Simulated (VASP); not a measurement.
# KBr (Fm-3m) in VASP: notebook

KBr is run at these levels: r2SCAN; tasks: single point.

Everything below comes from runs of VASP 6.6.1. Logs are shortened: lines on timing, memory, paths and dates and some standing lists are left out, and cuts for length are marked.

**1. The cell of the first run**

The structure is cubic, space group Fm-3m (No. 225). Conventional cell: a = 6.604 Å, b = 6.604 Å, c = 6.604 Å, α = 90.00°, β = 90.00°, γ = 90.00°. K (site symmetry m-3m) has 6 Br at 3.30 Å within 4.3 Å. Within 4.3 Å of Br (site symmetry m-3m) lie 6 K at 3.30 Å.

**2. Single point, r2SCAN**

POSCAR

```
KBr
1.0
    0.0000000000      3.3022256258      3.3022256258
    3.3022256258      0.0000000000      3.3022256258
    3.3022256258      3.3022256258      0.0000000000
K Br
1 1
Direct
    0.0000000000      0.0000000000      0.0000000000
    0.5000000000      0.5000000000      0.5000000000
```

INCAR.step1

```
SYSTEM = KBr
ALGO = Normal
EDIFF = 1E-4
ENCUT = 520
GGA = PE
ISMEAR = 0
LASPH = .True.
LCHARG = .False.
LREAL = .False.
LWAVE = .True.
NBANDS = 15
NELM = 60
PREC = Accurate
SIGMA = 0.02
```

INCAR.step2

```
SYSTEM = KBr
ALGO = Normal
EDIFF = 1E-7
ENCUT = 520
ISIF = 2
ISMEAR = 0
ISTART = 1
LASPH = .True.
LCHARG = .False.
LMIXTAU = .True.
LREAL = .False.
LWAVE = .False.
METAGGA = R2SCAN
NBANDS = 15
NELM = 60
PREC = Accurate
SIGMA = 0.02
```

KPOINTS

```
k-points
0
Gamma
  6 6 6
  0 0 0
```

Potentials or basis: VASP PAW PBE potentials, release 64 (K_sv, Br).

The run is started by

```console
$ cat potpaw_PBE.64/K_sv/POTCAR potpaw_PBE.64/Br/POTCAR > POTCAR
$ cp INCAR.step1 INCAR
$ mpirun -np 1 vasp_std > vasp.out
$ cp INCAR.step2 INCAR
$ mpirun -np 1 vasp_std > vasp.out
```

OUTCAR:

```text
SYSTEM = KBr
   EDIFF = 1E-7
   ENCUT = 520
   ISIF = 2
   ISMEAR = 0
   ISTART = 1
   LASPH = .True.
   LREAL = .False.
   METAGGA = R2SCAN
   NELM = 60
   PREC = Accurate

 ion  position               nearest neighbor table
   1  0.000  0.000  0.000-   2 3.30   2 3.30   2 3.30   2 3.30   2 3.30   2 3.30
   2  0.500  0.500  0.500-   1 3.30   1 3.30   1 3.30   1 3.30   1 3.30   1 3.30

  LATTYP: Found a face centered cubic cell.
 ALAT       =     6.6044512516

  Lattice vectors:

 A1 = (   0.0000000000,   3.3022256258,   3.3022256258)
 A2 = (   3.3022256258,   0.0000000000,   3.3022256258)
 A3 = (   3.3022256258,   3.3022256258,   0.0000000000)

Analysis of symmetry for initial positions (statically):
=====================================================================
 Subroutine PRICEL returns:
 Original cell was already a primitive cell.

 Routine SETGRP: Setting up the symmetry group for a
 face centered cubic supercell.

 Subroutine GETGRP returns: Found 48 space group operations
 (whereof 48 operations were pure point group operations)
 out of a pool of 48 trial point group operations.

The static configuration has the point symmetry O_h .

Analysis of symmetry for dynamics (positions and initial velocities):
=====================================================================
 Subroutine PRICEL returns:
 Original cell was already a primitive cell.

 Routine SETGRP: Setting up the symmetry group for a
 face centered cubic supercell.

 Subroutine GETGRP returns: Found 48 space group operations
 (whereof 48 operations were pure point group operations)
 out of a pool of 48 trial point group operations.

The dynamic configuration has the point symmetry O_h .

 Subroutine INISYM returns: Found 48 space group operations
 (whereof 48 operations are pure point group operations),
 and found     1 'primitive' translations

----------------------------------------------------------------------------------------

                                     Primitive cell

  volume of cell :      72.0195

  direct lattice vectors                    reciprocal lattice vectors
     0.000000000  3.302225626  3.302225626    -0.151413034  0.151413034  0.151413034
     3.302225626  0.000000000  3.302225626     0.151413034 -0.151413034  0.151413034
     3.302225626  3.302225626  0.000000000     0.151413034  0.151413034 -0.151413034

  length of vectors
     4.670052266  4.670052266  4.670052266     0.262255067  0.262255067  0.262255067

  position of ions in fractional coordinates (direct lattice)
     0.000000000  0.000000000  0.000000000
     0.500000000  0.500000000  0.500000000

  ion indices of the primitive-cell ions
   primitive index   ion index
                 1           1
                 2           2

----------------------------------------------------------------------------------------

 KPOINTS: k-points

Automatic generation of k-mesh.
 Grid dimensions read from file:
 generate k-points for:    6    6    6

 Generating k-lattice:

  Cartesian coordinates                     Fractional coordinates (reciprocal lattice)
    -0.025235506  0.025235506  0.025235506     0.166666667  0.000000000  0.000000000
     0.025235506 -0.025235506  0.025235506     0.000000000  0.166666667  0.000000000
     0.025235506  0.025235506 -0.025235506     0.000000000  0.000000000  0.166666667

  Length of vectors
     0.043709178  0.043709178  0.043709178

  Shift w.r.t. Gamma in fractional coordinates (k-lattice)
     0.000000000  0.000000000  0.000000000

 Subroutine IBZKPT returns following result:
 ===========================================

 Found     16 irreducible k-points:

 Following reciprocal coordinates:
            Coordinates               Weight
  0.000000  0.000000  0.000000      1.000000
  0.166667  0.000000  0.000000      8.000000
  0.333333  0.000000  0.000000      8.000000
  0.500000  0.000000  0.000000      4.000000
  0.166667  0.166667  0.000000      6.000000
  0.333333  0.166667  0.000000     24.000000
[... 8 lines left out ...]
 -0.333333  0.333333  0.166667     24.000000
 -0.333333  0.500000  0.166667     12.000000
   k-points           NKPTS =     16   k-points in BZ     NKDIM =     16   number of bands    NBANDS=     15
   number of dos      NEDOS =    301   number of ions     NIONS =      2
   total plane-waves  NPLWV =  46656
   dimension x,y,z NGX =    36 NGY =   36 NGZ =   36
   dimension x,y,z NGXF=    72 NGYF=   72 NGZF=   72
   ions per type =               1   1
   NGX,Y,Z   is equivalent  to a cutoff of  12.82, 12.82, 12.82 a.u.
   NGXF,Y,Z  is equivalent  to a cutoff of  25.63, 25.63, 25.63 a.u.
 SYSTEM =  KBr
   PREC   = accura    normal or accurate (medium, high low for compatibility)
   ISTART =      1    job   : 0-new  1-cont  2-samecut
   ICHARG =      0    charge: 1-file 2-atom 10-const
   ISPIN  =      1    spin polarized calculation?
   LNONCOLLINEAR =      F non collinear calculations
   LSORBIT =      F    spin-orbit coupling
   LASPH  =      T    aspherical Exc in radial PAW
   ENCUT  =  520.0 eV  38.22 Ry    6.18 a.u.   8.68  8.68  8.68*2*pi/ulx,y,z
   NELM   =     60;   NELMIN=  2; NELMDL=  0     # of ELM steps
   EDIFF  = 0.1E-06   stopping-criterion for ELM
   LREAL  =      F    real-space projection
   EDIFFG = 0.1E-05   stopping-criterion for IOM
   NSW    =      0    number of steps for IOM
   IBRION =     -1    ionic relax: 0-MD 1-quasi-New 2-CG
   NFREE  =      0    steps in history (QN), initial steepest desc. (CG)
   ISIF   =      2    stress and relaxation
   ISYM   =      2    0-nonsym 1-usesym 2-fastsym
   POTIM  = 0.5000    time-step for ionic-motion
   TEBEG  =    0.0;   TEEND  =   0.0 temperature during run
   PSTRESS=    0.0 pullay stress
   NELECT =      16.0000    total number of electrons
   NUPDOWN=      -1.0000    fix difference up-down
   EMIN   =  10.00;   EMAX   =-10.00  energy-range for DOS
   EFERMI =   0.00;   METHOD = LEGACY
   ISMEAR =     0;   SIGMA  =   0.02  broadening in eV -4-tet -1-fermi 0-gaus
   EFERMI_NEDOS =   21; number of points for ismear=-14 and -15
   IALGO  =     38    algorithm
   IMIX   =      4    mixing-type and parameters
     AMIX     =   0.40;   BMIX     =  1.00
     AMIX_MAG =   1.60;   BMIX_MAG =  1.00
  volume/ion in A,a.u.               =      36.01       243.01
  Fermi-wavevector in a.u.,A,eV,Ry     =   0.991512  1.873686 13.375840  0.983097
  Thomas-Fermi vector in A             =   2.123259
   LORBIT       =      0    0 simple, 1 ext, 2 COOP (PROOUT), +10 PAW based schemes
   METAGGA = R2SCAN    functional components
   LHFCALC =     F    Hartree Fock is set to
   AEXX    =    0.0000 exact exchange contribution
   IVDW    =     0    specifies the selected vdW correction
   LEPSILON=     F    determine dielectric tensor
   LRPA    =     F    only Hartree local field effects (RPA)
 non-spin polarized calculation
 Gauss-broadening in eV      SIGMA  =   0.02
  energy-cutoff  :      520.00
  volume of cell :       72.02
 maximum number of plane-waves:      1964
   NGX = 17   NGY = 17   NGZ = 17

 number of electron      15.9999997 magnetization

 Free energy of the ion-electron system (eV)
  ---------------------------------------------------
  ext. energy  EPLUGINS =         0.00000000
  ---------------------------------------------------
  free energy    TOTEN  =       -23.24865380 eV

  energy without entropy =      -23.24865380  energy(sigma->0) =      -23.24865380

 E-fermi :  -2.0139     XC(G=0):  -7.7401

 val. band max:       -2.1566558541   @ k =   0.0000   0.0000   0.0000
 cond. band min:       2.9170224821   @ k =   0.0000   0.0000   0.0000
 fundamental gap:      5.0736783362
 Fermi energy:        -2.0139307714

 k-point     1 :       0.0000    0.0000    0.0000
  band No.  band energies     occupation
      1     -31.0437      2.00000
      2     -14.8823      2.00000
      3     -13.7495      2.00000
      4     -13.7495      2.00000
      5     -13.7495      2.00000
      6      -2.1567      2.00000
      7      -2.1567      2.00000
      8      -2.1567      2.00000
      9       2.9170      0.00000
     10       6.0792      0.00000
     11       6.0792      0.00000
     12       6.0792      0.00000
     13       7.0586      0.00000
     14       7.0586      0.00000
     15       9.8912      0.00000

 k-point     2 :       0.1667    0.0000    0.0000
  band No.  band energies     occupation
      1     -31.0424      2.00000
      2     -14.9303      2.00000
      3     -13.7507      2.00000
      4     -13.7507      2.00000
      5     -13.6824      2.00000
      6      -2.5089      2.00000
      7      -2.2431      2.00000
      8      -2.2431      2.00000
      9       3.5664      0.00000
     10       5.8971      0.00000
     11       6.4177      0.00000
     12       6.4177      0.00000
     13       7.4261      0.00000
     14       7.4261      0.00000
     15      10.8788      0.00000

 k-point     3 :       0.3333    0.0000    0.0000
  band No.  band energies     occupation
      1     -31.0397      2.00000
      2     -15.0137      2.00000
      3     -13.7531      2.00000
      4     -13.7531      2.00000
      5     -13.5598      2.00000
      6      -3.0770      2.00000
      7      -2.4061      2.00000
      8      -2.4061      2.00000
      9       4.6347      0.00000
     10       6.1589      0.00000
     11       7.3267      0.00000
     12       7.3267      0.00000
     13       8.3493      0.00000
     14       8.3493      0.00000
     15      10.2222      0.00000
[... 199 lines left out ...]
 k-point    15 :      -0.3333    0.3333    0.1667
  band No.  band energies     occupation
      1     -31.0371      2.00000
      2     -14.9235      2.00000
      3     -13.7965      2.00000
      4     -13.7837      2.00000
      5     -13.6239      2.00000
      6      -2.9758      2.00000
      7      -2.6858      2.00000
      8      -2.5490      2.00000
      9       5.6028      0.00000
     10       5.9891      0.00000
     11       7.2577      0.00000
     12       7.8099      0.00000
     13       8.9477      0.00000
     14       9.3355      0.00000
     15       9.7887      0.00000

 k-point    16 :      -0.3333    0.5000    0.1667
  band No.  band energies     occupation
      1     -31.0367      2.00000
      2     -14.8520      2.00000
      3     -13.8236      2.00000
      4     -13.7973      2.00000
      5     -13.6856      2.00000
      6      -2.8700      2.00000
      7      -2.6247      2.00000
      8      -2.6074      2.00000
      9       4.9576      0.00000
     10       6.6080      0.00000
     11       6.7190      0.00000
     12       7.9402      0.00000
     13       8.6967      0.00000
     14       9.4240      0.00000
     15       9.9504      0.00000

------------------------ aborting loop because EDIFF is reached ----------------------------------------

  FORCE on cell =-STRESS in cart. coord.  units (eV):
  Direction    XX          YY          ZZ          XY          YZ          ZX
  --------------------------------------------------------------------------------------
  -------------------------------------------------------------------------------------
  Total        0.0130458      0.0130458      0.0130458     -0.0000000     -0.0000000      0.0000000
  in kB        0.2902223      0.2902223      0.2902223     -0.0000000     -0.0000000      0.0000000
  external PRESSURE =       0.2902223 kB  Pullay stress =       0.0000000 kB

 VOLUME and BASIS-vectors are now :
 -----------------------------------------------------------------------------
  energy-cutoff  :      520.00
  volume of cell :       72.02
      direct lattice vectors                 reciprocal lattice vectors
     0.000000000  3.302225626  3.302225626    -0.151413034  0.151413034  0.151413034
     3.302225626  0.000000000  3.302225626     0.151413034 -0.151413034  0.151413034
     3.302225626  3.302225626  0.000000000     0.151413034  0.151413034 -0.151413034

 POSITION                                       TOTAL-FORCE (eV/Angst)
 -----------------------------------------------------------------------------------
      0.00000      0.00000      0.00000         0.000000      0.000000      0.000000
      3.30223      3.30223      3.30223        -0.000000     -0.000000     -0.000000
 -----------------------------------------------------------------------------------
    total drift:                                0.000000      0.000000      0.000000

  FREE ENERGIE OF THE ION-ELECTRON SYSTEM (eV)
  ---------------------------------------------------
  free  energy   TOTEN  =       -23.2486537989 eV

  energy  without entropy=      -23.2486537989  energy(sigma->0) =      -23.24865380
```

Run time: 42 s. Hardware: 1 thread of Intel Xeon 6975P-C (Granite Rapids), shared host; peak memory 0.22 GiB.

What came out:

```yaml
Free_energy: -23.2487 eV
Pressure: 0.0 GPa
Band_gap_on_the_k_mesh: 5.07 eV, direct
```

Caveat: the PAW data sets were made with another functional, which shifts forces and pressure a little.

**3. Single point, r2SCAN**

POSCAR is that of step 2.

INCAR.step1

```
ALGO = Normal
EDIFF = 1E-4
ENCUT = 520
GGA = PE
ISMEAR = 0
LASPH = True
LCHARG = False
LREAL = False
LWAVE = True
NBANDS = 15
NELM = 100
PREC = Accurate
SIGMA = 0.02
```

INCAR.step2

```
ALGO = Normal
EDIFF = 1E-6
ENCUT = 520
ISIF = 2
ISMEAR = 0
ISTART = 1
LASPH = True
LCHARG = False
LMIXTAU = True
LREAL = False
LWAVE = False
METAGGA = R2SCAN
NBANDS = 15
NELM = 100
PREC = Accurate
SIGMA = 0.02
```

KPOINTS

```
k-points
0
Gamma
  6 6 6
```

Potentials or basis: VASP PAW PBE potentials, release 64 (K_sv, Br).

The run is started by

```console
$ cat potpaw_PBE.64/K_sv/POTCAR potpaw_PBE.64/Br/POTCAR > POTCAR
$ cp INCAR.step1 INCAR
$ mpirun -np 1 vasp_std > vasp.out
$ cp INCAR.step2 INCAR
$ mpirun -np 1 vasp_std > vasp.out
```

Wall time 36 s (1 thread of Intel Xeon 6975P-C (Granite Rapids), shared host); peak memory 0.22 GiB.

It converged, with:

| Item | Value |
| --- | --- |
| Free energy | -23.2487 eV |
| Pressure | 0.0 GPa |
| Band gap on the k mesh | 5.07 eV, direct |

Levels at points of the mesh, in eV from the valence-band top:
```csv
k point,band 5,band 6,band 7,band 8,band 9,band 10,band 11,band 12
"(0.00, 0.00, 0.00)",-11.59,0.00,0.00,0.00,5.07,8.24,8.24,8.24
"(0.50, 0.00, 0.00)",-11.35,-1.16,-0.33,-0.33,7.13,8.87,10.53,10.53
"(0.50, 0.50, 0.00)",-11.63,-0.82,-0.29,-0.29,6.36,8.02,10.12,10.20
```

Caveat: the PAW data sets were made with another functional, which shifts forces and pressure a little.

**4. Single point, r2SCAN (volume scaled by 1.03)**

POSCAR

```
KBr
1.0
    0.0000000000      3.3349230555      3.3349230555
    3.3349230555      0.0000000000      3.3349230555
    3.3349230555      3.3349230555      0.0000000000
K Br
1 1
Direct
    0.0000000000      0.0000000000      0.0000000000
    0.5000000000      0.5000000000      0.5000000000
```

INCAR.step1

```
  PREC = Accurate
  ENCUT = 520
  ISMEAR = 0
  SIGMA = 0.02
  LREAL = F
  LASPH = T
  NELM = 80
  NBANDS = 15
  GGA = PE
  ALGO = Normal
  EDIFF = 1E-4
  LWAVE = T
  LCHARG = F
```

INCAR.step2

```
  PREC = Accurate
  ENCUT = 520
  EDIFF = 1E-7
  ISMEAR = 0
  SIGMA = 0.02
  LREAL = F
  LASPH = T
  NELM = 80
  ALGO = Normal
  ISIF = 2
  LWAVE = F
  LCHARG = F
  METAGGA = R2SCAN
  LMIXTAU = T
  NBANDS = 15
  ISTART = 1
```

KPOINTS

```
regular mesh
0
Gamma
  6 6 6
```

The run is started by

```console
$ cat potpaw_PBE.64/K_sv/POTCAR potpaw_PBE.64/Br/POTCAR > POTCAR
$ cp INCAR.step1 INCAR
$ mpirun -np 1 vasp_std > vasp.out
$ cp INCAR.step2 INCAR
$ mpirun -np 1 vasp_std > vasp.out
```

It took 44 s on 1 thread of Intel Xeon 6975P-C (Granite Rapids), shared host; peak memory 0.22 GiB.

Results (log left out):

```
Free energy            : -23.2463 eV
Pressure               : -0.4 GPa
Band gap on the k mesh : 4.99 eV, direct
```

Levels at points of the mesh, in eV from the valence-band top:
```csv
k point,band 5,band 6,band 7,band 8,band 9,band 10,band 11,band 12
"(0.00, 0.00, 0.00)",-11.66,0.00,0.00,0.00,4.99,8.23,8.23,8.23
"(0.50, 0.00, 0.00)",-11.42,-1.10,-0.30,-0.30,7.06,8.75,10.45,10.45
"(0.50, 0.50, 0.00)",-11.69,-0.79,-0.28,-0.28,6.39,7.91,9.95,10.16
```

Caveat: the PAW data sets were made with another functional, which shifts forces and pressure a little.
